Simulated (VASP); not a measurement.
Ag:

```
Ag
1.0
     0.00000    2.04275    2.04275
     2.04275    0.00000    2.04275
     2.04275    2.04275    0.00000
Ag
1
Direct
  0.00000 0.00000 0.00000
```

| Property | Result |
| --- | --- |
| Program | VASP 6.6.1 |
| Task | relaxation of volume and atoms at fixed shape |
| Functional | LDA |
| Potentials or basis | VASP PAW LDA potentials, release 64 (Ag) |
| Cutoff | 500 eV |
| k mesh | 9 × 9 × 9 |
| Occupations | fermi-dirac, width 0.02 eV |
| Spin | no spin polarisation |

At the start: pressure -7.3 GPa; volume 17.05 Å³/atom.

**Question.** Where does the relaxation end?

**Answer.** Over 3 steps the energy falls by 25.3 meV/atom and the volume is 16.02 Å³/atom (-6.0 %); space group Fm-3m (No. 225, to 0.05 Å).

Step by step:
```
step  energy change (eV)  largest force (eV/Å)  pressure (GPa)  volume (Å³)
   1              0.0000                0.0000           -7.30        17.05
   2             -0.0054                0.0000            8.36        15.20
   3             -0.0253                0.0000           -0.07        16.02
```

Final structure:
```
Ag
1.0
     0.00000    2.00084    2.00084
     2.00084    0.00000    2.00084
     2.00084    2.00084    0.00000
Ag
1
Direct
  0.00000 0.00000 0.00000
```
